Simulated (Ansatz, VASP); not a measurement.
Two plane-wave programs on FeO

```xyz
2
Lattice="1.5177 0.8762 2.5158 -1.5177 0.8762 2.5158 0.0000 -1.7525 2.5158" Properties=species:S:1:pos:R:3 pbc="T T T"
Fe    0.0000    0.0000    0.0000
O     0.0000    0.0000    3.7737
```

Alike in both runs: task single point; functional PBE; k mesh 11 × 11 × 11; occupations fermi-dirac, width 0.05 eV; collinear spin.

|  | VASP | Ansatz |
| --- | --- | --- |
| version | VASP 6.6.1 | Ansatz 0.2.0 |
| potentials or method | VASP PAW PBE potentials, release 64 (Fe_sv, O) | Ansatz PAW |
| plane-wave cutoff (eV) | 600 | 420 |
| valence electrons in the cell | 22 | 22 |

Ansatz gave:

- gap on the k mesh at the Fermi level (eV): none
- pressure (GPa): -0.6
- traceless stress, the component that is largest in VASP (GPa): -0.59
- net moment per atom (μB): 2.00
- size of the moment on the site where the two differ most (μB): 3.45

Problem. Which values does VASP return?

Solution. gap on the k mesh at the Fermi level (eV): none; pressure (GPa): -3.0; traceless stress, the component that is largest in VASP (GPa): -0.61; net moment per atom (μB): 2.00; size of the moment on the site where the two differ most (μB): 3.48.

Site moments also hang on the region over which each program counts them. A gap of «none» marks a metal or a gap that the smearing closes.
